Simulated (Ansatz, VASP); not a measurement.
## Two plane-wave programs on La3GaN4

POSCAR

```
La3GaN4
1.0
    5.7429496745      0.0000000000      0.0523993608
    0.0000000000      3.8486049740      0.0000000000
    0.0568761375      0.0000000000      6.8801613257
Ga La N
1 3 4
Direct
    0.0053026626      0.0000000000      0.6490956751
    0.0137261877      0.5000000000      0.1601256921
    0.5305832015      0.5000000000      0.8275131012
    0.5135002080      0.0000000000      0.3622059394
    0.6712198879      0.0000000000      0.6749171059
    0.5910863484      0.5000000000      0.1729719871
    0.0980108575      0.5000000000      0.7912238536
    0.0765706463      0.0000000000      0.3619466456
```

File INCAR.step1:

```
PREC = Accurate
ENCUT = 520
ISMEAR = 0
SIGMA = 0.01
LREAL = F
LASPH = T
NELM = 80
NBANDS = 43
GGA = PE
ALGO = Normal
EDIFF = 1E-4
LWAVE = T
LCHARG = F
```

Contents of INCAR.step2:

```
PREC = Accurate
ENCUT = 520
EDIFF = 1E-6
ISMEAR = 0
SIGMA = 0.01
LREAL = F
LASPH = T
NELM = 80
ALGO = Normal
ISIF = 2
LWAVE = F
LCHARG = T
METAGGA = R2SCAN
LMIXTAU = T
LELF = T
LVHAR = T
NBANDS = 43
ISTART = 1
```

KPOINTS

```
Automatic mesh
0
Gamma
  4 6 4
```

Input for Ansatz:

```yaml
crystal:
  lattice:
    - [5.7429496745, 0.0, 0.0523993608]
    - [0.0, 3.848604974, 0.0]
    - [0.0568761375, 0.0, 6.8801613257]
  atoms:
    - { symbol: Ga, position: [0.0053026626, 0.0, 0.6490956751] }
    - { symbol: La, position: [0.0137261877, 0.5, 0.1601256921] }
    - { symbol: La, position: [0.5305832015, 0.5, 0.8275131012] }
    - { symbol: La, position: [0.513500208, 0.0, 0.3622059394] }
    - { symbol: "N", position: [0.6712198879, 0.0, 0.6749171059] }
    - { symbol: "N", position: [0.5910863484, 0.5, 0.1729719871] }
    - { symbol: "N", position: [0.0980108575, 0.5, 0.7912238536] }
    - { symbol: "N", position: [0.0765706463, 0.0, 0.3619466456] }
kpoints:
  mp_grid: { grid: [4, 6, 4] }
  band_path:
    path:
      - [0.0, 0.0, 0.0]
      - [0.0, -0.5, 0.0]
      - [0.0, -0.5, -0.5]
      - [0.0, 0.0, -0.5]
      - [-0.5, 0.0, -0.5]
      - [-0.5, -0.5, -0.5]
      - [-0.5, -0.5, 0.0]
      - [-0.5, 0.0, 0.0]
    npoints: 1
hamiltonian:
  xc: r2scan
scf:
  occupations: { method: fixed }
  n_extra_bands: 6
output:
  forces: true
  stress: true
  eigenvalues: true
  write_density: true
  write_potential: true
  elf: true
  volumetric_format: npy
```

Alike in both runs: task single point; functional r2SCAN; k mesh 4 × 6 × 4; no spin polarisation.

|  | VASP | Ansatz |
| --- | --- | --- |
| version | VASP 6.6.1 | Ansatz 0.2.0 |
| potentials or method | VASP PAW PBE potentials, release 64 (Ga_d, La, N) | plane waves, PAW |
| plane-wave cutoff (eV) | 520 | 500 |
| occupations | gaussian, width 0.01 eV | fixed |
| valence electrons in the cell | 66 | 66 |

|  | VASP | Ansatz | Ansatz less VASP |
| --- | --- | --- | --- |
| gap on the k mesh at the Fermi level (eV) | 0.87 | 0.86 | -0.013 |
| pressure (GPa) | -0.1 | 0.0 | +0.14 |
| rms of the force components (eV/Å) | 0.028 | 0.001 | -0.0272 |

VASP's potentials were made for PBE, not for r2SCAN. Atom by atom the forces differ by 0.028 eV/Å (rms over components).

Neither program's run includes spin-orbit coupling.
